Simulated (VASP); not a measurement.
# RbBr (I4/mmm) in VASP: single point with HSE06

Aim: the single point of RbBr with HSE06.

Program: VASP 6.6.1. These are calculated values, not measurements. Logs are shortened: lines on timing, memory, paths and dates and some standing lists are left out, and cuts for length are marked.

## 1. The cell of the first run

It takes space group I4/mmm (No. 139, tetragonal). The conventional cell has a = 5.013 Å, b = 5.013 Å, c = 6.922 Å, α = 90.00°, β = 90.00°, γ = 90.00°. Within 4.5 Å of Rb (site symmetry 4/mmm) lie 6 Br at 3.46 to 3.54 Å. Within 4.5 Å of Br (site symmetry 4/mmm) lie 6 Rb at 3.46 to 3.54 Å.

## 2. Single point, HSE06 (biaxial xy strain +2.4%)

File POSCAR:

```
RbBr
1.0
    0.0000000000      3.5449241817      3.4608261073
    3.5449241817      0.0000000000      3.4608261073
    3.5449241817      3.5449241817      0.0000000000
Rb Br
1 1
Direct
    0.0000000000      0.0000000000      0.0000000000
    0.5000000000      0.5000000000      0.5000000000
```

File INCAR.step1:

```
SYSTEM = RbBr
ALGO = Normal ; EDIFF = 1E-5
ENCUT = 520 ; GGA = PE
ISIF = 2 ; ISMEAR = 0
LASPH = .TRUE. ; LCHARG = .FALSE.
LREAL = .FALSE. ; LWAVE = .TRUE.
NBANDS = 15 ; NELM = 100
PREC = Accurate ; SIGMA = 0.01
```

File INCAR.step2:

```
SYSTEM = RbBr
ALGO = Normal ; EDIFF = 1E-6
ENCUT = 520 ; GGA = PE
HFSCREEN = 0.2079 ; ISIF = 2
ISMEAR = 0 ; ISTART = 1
LASPH = .TRUE. ; LCHARG = .FALSE.
LHFCALC = .TRUE. ; LREAL = .FALSE.
LWAVE = .FALSE. ; NBANDS = 15
NELM = 100 ; PREC = Accurate
PRECFOCK = Normal ; SIGMA = 0.01
```

File KPOINTS:

```
k-points
0
G
  4 4 4
  0 0 0
```

Potentials or basis: VASP PAW PBE potentials, release 64 (Rb_sv, Br).

Started as:

```bash
$ cat potpaw_PBE.64/Rb_sv/POTCAR potpaw_PBE.64/Br/POTCAR > POTCAR
$ cp INCAR.step1 INCAR
$ mpirun -np 1 vasp_std > vasp.out
$ cp INCAR.step2 INCAR
$ mpirun -np 1 vasp_std > vasp.out
```

OUTCAR:

```text
SYSTEM = RbBr
   EDIFF = 1E-6
   ENCUT = 520
   GGA = PE
   HFSCREEN = 0.2079
   ISIF = 2
   ISMEAR = 0
   ISTART = 1
   LASPH = .TRUE.
   LHFCALC = .TRUE.
   LREAL = .FALSE.
   NELM = 100
   PREC = Accurate
   PRECFOCK = Normal

 ion  position               nearest neighbor table
   1  0.000  0.000  0.000-   2 3.46   2 3.46   2 3.54   2 3.54   2 3.54   2 3.54
   2  0.500  0.500  0.500-   1 3.46   1 3.46   1 3.54   1 3.54   1 3.54   1 3.54

  LATTYP: Found a body centered tetragonal cell.
 ALAT       =     5.0132798553
 C/A-ratio  =     1.3806634408

  Lattice vectors:

 A1 = (   0.0000000000,  -3.5449241817,  -3.4608261073)
 A2 = (   0.0000000000,   3.5449241817,  -3.4608261073)
 A3 = (   3.5449241817,   0.0000000000,   3.4608261073)

Analysis of symmetry for initial positions (statically):
=====================================================================
 Subroutine PRICEL returns:
 Original cell was already a primitive cell.

 Routine SETGRP: Setting up the symmetry group for a
 body centered tetragonal supercell.

 Subroutine GETGRP returns: Found 16 space group operations
 (whereof 16 operations were pure point group operations)
 out of a pool of 16 trial point group operations.

The static configuration has the point symmetry D_4h.

Analysis of symmetry for dynamics (positions and initial velocities):
=====================================================================
 Subroutine PRICEL returns:
 Original cell was already a primitive cell.

 Routine SETGRP: Setting up the symmetry group for a
 body centered tetragonal supercell.

 Subroutine GETGRP returns: Found 16 space group operations
 (whereof 16 operations were pure point group operations)
 out of a pool of 16 trial point group operations.

The dynamic configuration has the point symmetry D_4h.

 Subroutine INISYM returns: Found 16 space group operations
 (whereof 16 operations are pure point group operations),
 and found     1 'primitive' translations

----------------------------------------------------------------------------------------

                                     Primitive cell

  volume of cell :      86.9809

  direct lattice vectors                    reciprocal lattice vectors
     0.000000000  3.544924182  3.460826107    -0.141046740  0.141046740  0.144474176
     3.544924182  0.000000000  3.460826107     0.141046740 -0.141046740  0.144474176
     3.544924182  3.544924182  0.000000000     0.141046740  0.141046740 -0.144474176

  length of vectors
     4.954170445  4.954170445  5.013279855     0.246294850  0.246294850  0.246294850

  position of ions in fractional coordinates (direct lattice)
     0.000000000  0.000000000  0.000000000
     0.500000000  0.500000000  0.500000000

  ion indices of the primitive-cell ions
   primitive index   ion index
                 1           1
                 2           2

----------------------------------------------------------------------------------------

 KPOINTS: k-points

Automatic generation of k-mesh.
 Grid dimensions read from file:
 generate k-points for:    4    4    4

 Generating k-lattice:

  Cartesian coordinates                     Fractional coordinates (reciprocal lattice)
    -0.035261685  0.035261685  0.036118544     0.250000000 -0.000000000  0.000000000
     0.035261685 -0.035261685  0.036118544    -0.000000000  0.250000000  0.000000000
     0.035261685  0.035261685 -0.036118544     0.000000000  0.000000000  0.250000000

  Length of vectors
     0.061573713  0.061573713  0.061573713

  Shift w.r.t. Gamma in fractional coordinates (k-lattice)
     0.000000000  0.000000000  0.000000000

 Subroutine IBZKPT returns following result:
 ===========================================

 Found     13 irreducible k-points:

 Following reciprocal coordinates:
            Coordinates               Weight
  0.000000  0.000000  0.000000      1.000000
  0.250000 -0.000000  0.000000      8.000000
  0.500000 -0.000000  0.000000      4.000000
  0.250000  0.250000  0.000000      2.000000
  0.500000  0.250000  0.000000      8.000000
 -0.250000  0.250000  0.000000      4.000000
  0.500000  0.500000  0.000000      1.000000
  0.250000  0.000000  0.250000      4.000000
  0.500000 -0.000000  0.250000     16.000000
 -0.250000  0.000000  0.250000      8.000000
 -0.250000  0.500000  0.250000      4.000000
  0.500000  0.000000  0.500000      2.000000
 -0.250000  0.250000  0.500000      2.000000
   k-points           NKPTS =     13   k-points in BZ     NKDIM =     64   number of bands    NBANDS=     15
   number of dos      NEDOS =    301   number of ions     NIONS =      2
   total plane-waves  NPLWV =  64000
   dimension x,y,z NGX =    40 NGY =   40 NGZ =   40
   dimension x,y,z NGXF=    80 NGYF=   80 NGZF=   80
   ions per type =               1   1
   NGX,Y,Z   is equivalent  to a cutoff of  13.42, 13.42, 13.26 a.u.
   NGXF,Y,Z  is equivalent  to a cutoff of  26.85, 26.85, 26.53 a.u.
 SYSTEM =  RbBr
   PREC   = accura    normal or accurate (medium, high low for compatibility)
   ISTART =      1    job   : 0-new  1-cont  2-samecut
   ICHARG =      0    charge: 1-file 2-atom 10-const
   ISPIN  =      1    spin polarized calculation?
   LNONCOLLINEAR =      F non collinear calculations
   LSORBIT =      F    spin-orbit coupling
   LASPH  =      T    aspherical Exc in radial PAW
   ENCUT  =  520.0 eV  38.22 Ry    6.18 a.u.   9.21  9.21  9.32*2*pi/ulx,y,z
   NELM   =    100;   NELMIN=  2; NELMDL=  0     # of ELM steps
   EDIFF  = 0.1E-05   stopping-criterion for ELM
   LREAL  =      F    real-space projection
   EDIFFG = 0.1E-04   stopping-criterion for IOM
   NSW    =      0    number of steps for IOM
   IBRION =     -1    ionic relax: 0-MD 1-quasi-New 2-CG
   NFREE  =      0    steps in history (QN), initial steepest desc. (CG)
   ISIF   =      2    stress and relaxation
   ISYM   =      3    0-nonsym 1-usesym 2-fastsym
   POTIM  = 0.5000    time-step for ionic-motion
   TEBEG  =    0.0;   TEEND  =   0.0 temperature during run
   PSTRESS=    0.0 pullay stress
   NELECT =      16.0000    total number of electrons
   NUPDOWN=      -1.0000    fix difference up-down
   EMIN   =  10.00;   EMAX   =-10.00  energy-range for DOS
   EFERMI =   0.00;   METHOD = LEGACY
   ISMEAR =     0;   SIGMA  =   0.01  broadening in eV -4-tet -1-fermi 0-gaus
   EFERMI_NEDOS =   21; number of points for ismear=-14 and -15
   IALGO  =     38    algorithm
   IMIX   =      1    mixing-type and parameters
     AMIX     =   0.40;   BMIX     =  1.00
     AMIX_MAG =   1.60;   BMIX_MAG =  1.00
  volume/ion in A,a.u.               =      43.49       293.49
  Fermi-wavevector in a.u.,A,eV,Ry     =   0.931051  1.759432 11.794298  0.866856
  Thomas-Fermi vector in A             =   2.057504
   LORBIT       =      0    0 simple, 1 ext, 2 COOP (PROOUT), +10 PAW based schemes
   GGA     = PE    functional components
   LHFCALC =     T    Hartree Fock is set to
   PRECFOCK=normal    Normal, Fast or Accurate (Low or Medium for compatibility)
   ENCUT4O =  -1.0   cutoff for four orbital integrals eV
   NKREDX  =     1    reduce k-point grid by
   NKREDY  =     1    reduce k-point grid by
   NKREDZ  =     1    reduce k-point grid by
   AEXX    =    0.2500 exact exchange contribution
   HFSCREEN=    0.2079 screening length (either q_TF or 0.3 A-1)
   HFSCREENC=   0.2079 screening length for correlation (either q_TF or 0.3 A-1)
   ENCUTFOCK=  -1.0 apply spherical cutoff to Coloumb kernel
   IVDW    =     0    specifies the selected vdW correction
   LEPSILON=     F    determine dielectric tensor
   LRPA    =     F    only Hartree local field effects (RPA)
 non-spin polarized calculation
 Gauss-broadening in eV      SIGMA  =   0.01
  energy-cutoff  :      520.00
  volume of cell :       86.98
 maximum number of plane-waves:      2365
 NGX is ok and might be reduce to    40
  NGX = 28; NGY = 28; NGZ = 28

 number of electron      16.0000000 magnetization

 Free energy of the ion-electron system (eV)
  ---------------------------------------------------
  ext. energy  EPLUGINS =         0.00000000
  ---------------------------------------------------
  free energy    TOTEN  =        -7.07028517 eV

  energy without entropy =       -7.07028517  energy(sigma->0) =       -7.07028517

 E-fermi :  -2.7713     XC(G=0):  -5.8348

 val. band max:       -2.8855899184   @ k =   0.0000   0.0000   0.0000
 cond. band min:       2.4186273681   @ k =   0.0000   0.0000   0.0000
 fundamental gap:      5.3042172865
 Fermi energy:        -2.7712759716

 k-point     1 :       0.0000    0.0000    0.0000
  band No.  band energies     occupation
      1     -29.1593      2.00000
      2     -16.0224      2.00000
      3     -12.0701      2.00000
      4     -12.0675      2.00000
      5     -12.0675      2.00000
      6      -2.9026      2.00000
      7      -2.9026      2.00000
      8      -2.8856      2.00000
      9       2.4186      0.00000
     10       5.5582      0.00000
     11       5.5582      0.00000
     12       5.6933      0.00000
     13       6.4615      0.00000
     14       6.5944      0.00000
     15       9.0084      0.00000

 k-point     2 :       0.2500   -0.0000    0.0000
  band No.  band energies     occupation
      1     -29.1559      2.00000
      2     -16.0351      2.00000
      3     -12.0717      2.00000
      4     -12.0696      2.00000
      5     -12.0471      2.00000
      6      -3.3887      2.00000
      7      -3.0538      2.00000
      8      -3.0519      2.00000
      9       3.6144      0.00000
     10       5.3804      0.00000
     11       6.2685      0.00000
     12       6.3376      0.00000
     13       7.2449      0.00000
     14       7.4108      0.00000
     15      10.4673      0.00000

 k-point     3 :       0.5000   -0.0000    0.0000
  band No.  band energies     occupation
      1     -29.1525      2.00000
      2     -16.0477      2.00000
      3     -12.0759      2.00000
      4     -12.0705      2.00000
      5     -12.0254      2.00000
      6      -3.7860      2.00000
      7      -3.2022      2.00000
      8      -3.1956      2.00000
      9       4.8439      0.00000
     10       5.7772      0.00000
     11       7.7411      0.00000
     12       7.7717      0.00000
     13       8.1921      0.00000
     14       8.3679      0.00000
     15       8.9183      0.00000

 k-point     4 :       0.2500    0.2500    0.0000
  band No.  band energies     occupation
      1     -29.1545      2.00000
      2     -16.0232      2.00000
      3     -12.0972      2.00000
      4     -12.0972      2.00000
      5     -12.0504      2.00000
      6      -3.4571      2.00000
      7      -3.0074      2.00000
      8      -3.0074      2.00000
      9       3.7367      0.00000
     10       4.5578      0.00000
     11       6.9494      0.00000
     12       7.0357      0.00000
     13       7.0357      0.00000
     14       7.9127      0.00000
     15      10.2466      0.00000
[... 109 lines left out ...]
 k-point    11 :      -0.2500    0.5000    0.2500
  band No.  band energies     occupation
      1     -29.1503      2.00000
      2     -15.9891      2.00000
      3     -12.1702      2.00000
      4     -12.1667      2.00000
      5     -12.0582      2.00000
      6      -3.3169      2.00000
      7      -3.2518      2.00000
      8      -3.2194      2.00000
      9       5.2305      0.00000
     10       5.2788      0.00000
     11       6.3716      0.00000
     12       6.7944      0.00000
     13       8.9982      0.00000
     14       9.0960      0.00000
     15       9.2036      0.00000

 k-point    12 :       0.5000    0.0000    0.5000
  band No.  band energies     occupation
      1     -29.1508      2.00000
      2     -15.9719      2.00000
      3     -12.2063      2.00000
      4     -12.1284      2.00000
      5     -12.1166      2.00000
      6      -3.3828      2.00000
      7      -3.0554      2.00000
      8      -3.0485      2.00000
      9       3.9279      0.00000
     10       5.2020      0.00000
     11       7.0770      0.00000
     12       7.5614      0.00000
     13       7.6668      0.00000
     14       9.0531      0.00000
     15       9.2405      0.00000

 k-point    13 :      -0.2500    0.2500    0.5000
  band No.  band energies     occupation
      1     -29.1506      2.00000
      2     -15.9987      2.00000
      3     -12.1610      2.00000
      4     -12.1610      2.00000
      5     -12.0392      2.00000
      6      -3.3631      2.00000
      7      -3.2465      2.00000
      8      -3.2465      2.00000
      9       5.3300      0.00000
     10       5.3300      0.00000
     11       6.3171      0.00000
     12       6.7237      0.00000
     13       9.1066      0.00000
     14       9.2556      0.00000
     15       9.3538      0.00000

------------------------ aborting loop because EDIFF is reached ----------------------------------------

  FORCE on cell =-STRESS in cart. coord.  units (eV):
  Direction    XX          YY          ZZ          XY          YZ          ZX
  --------------------------------------------------------------------------------------
  -------------------------------------------------------------------------------------
  Total       -0.2438754     -0.2438754      0.0510058      0.0000000     -0.0000000     -0.0000000
  in kB       -4.4921563     -4.4921563      0.9395204      0.0000000     -0.0000000     -0.0000000
  external PRESSURE =      -2.6815974 kB  Pullay stress =       0.0000000 kB

 VOLUME and BASIS-vectors are now :
 -----------------------------------------------------------------------------
  energy-cutoff  :      520.00
  volume of cell :       86.98
      direct lattice vectors                 reciprocal lattice vectors
     0.000000000  3.544924182  3.460826107    -0.141046740  0.141046740  0.144474176
     3.544924182  0.000000000  3.460826107     0.141046740 -0.141046740  0.144474176
     3.544924182  3.544924182  0.000000000     0.141046740  0.141046740 -0.144474176

 POSITION                                       TOTAL-FORCE (eV/Angst)
 -----------------------------------------------------------------------------------
      0.00000      0.00000      0.00000         0.000000      0.000000      0.000000
      3.54492      3.54492      3.46083        -0.000000      0.000000     -0.000000
 -----------------------------------------------------------------------------------
    total drift:                                0.000000     -0.000000     -0.000000

  FREE ENERGIE OF THE ION-ELECTRON SYSTEM (eV)
  ---------------------------------------------------
  free  energy   TOTEN  =        -7.0702851675 eV

  energy  without entropy=       -7.0702851675  energy(sigma->0) =       -7.07028517
```

It took 7.9 min on 1 thread of Intel Xeon 6975P-C (Granite Rapids), shared host; peak memory 0.35 GiB.

What came out:

```
Free energy            : -7.0703 eV
Pressure               : -0.3 GPa
Band gap on the k mesh : 5.30 eV
```

Caveat: the cell differs from its parent crystal (biaxial xy strain +2.4%); the PAW data sets were made with another functional, which shifts forces and pressure a little.
